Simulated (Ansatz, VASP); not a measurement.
F: VASP beside Ansatz

File INCAR:

```
SYSTEM = F
PREC = Accurate
ENCUT = 520
EDIFF = 1E-8
ISMEAR = -1
SIGMA = 0.08
LREAL = .FALSE.
LASPH = .TRUE.
NELM = 60
ALGO = Normal
ISIF = 2
LWAVE = .FALSE.
LCHARG = .FALSE.
GGA = PE
LEFG = .TRUE.
NBANDS = 14
```

Contents of KPOINTS:

```
regular mesh
0
G
  19 19 10
  0 0 0
```

The input POSCAR:

```
F
1.0
    2.9417015807      0.0000000000      0.0000000000
   -1.4708507903      2.5475882992      0.0000000000
    0.0000000000      0.0000000000      2.9591011692
F
2
Direct
    0.3333333333      0.6666666667      0.2500000000
    0.6666666667      0.3333333333      0.7500000000
```

Input for Ansatz:

```yaml
crystal:
  lattice:
    - [2.9417015807, 0.0, 0.0]
    - [-1.4708507903, 2.5475882992, 0.0]
    - [0.0, 0.0, 2.9591011692]
  atoms:
    - { symbol: F, position: [0.3333333333, 0.6666666667, 0.25] }
    - { symbol: F, position: [0.6666666667, 0.3333333333, 0.75] }
kpoints:
  mp_grid: { grid: [19, 19, 10] }
scf:
  occupations: { method: fermi_dirac, width: 0.08 }
hamiltonian:
  xc: pbe
  pseudopotentials: { kind: all_electron, datasets: crystal }
output:
  forces: true
  stress: true
  eigenvalues: true
  efg: { contact_densities: true }
```

Change from the starting cell: volume scaled by 1.04, crystal datasets.

Alike in both runs: task electric field gradients; functional PBE; k mesh 19 × 19 × 10; occupations fermi-dirac, width 0.08 eV; no spin polarisation.

```csv
,VASP,Ansatz
version,VASP 6.6.1,Ansatz 0.2.0
potentials or method,"VASP PAW PBE potentials, release 64 (F), cutoff 520 eV","all-electron PAW with datasets made for the crystal, scalar-relativistic"
```

```tsv
	VASP	Ansatz	Ansatz less VASP
pressure (GPa)	-2.6	-2.0	+0.64
traceless stress, the component that is largest in VASP (GPa)	-0.58	-0.59	-0.013
size of Vzz on the site where it differs most (V/Å²)	89.5	88.2	-1.26
```

Ansatz ran all-electron here, and VASP with PAW potentials.
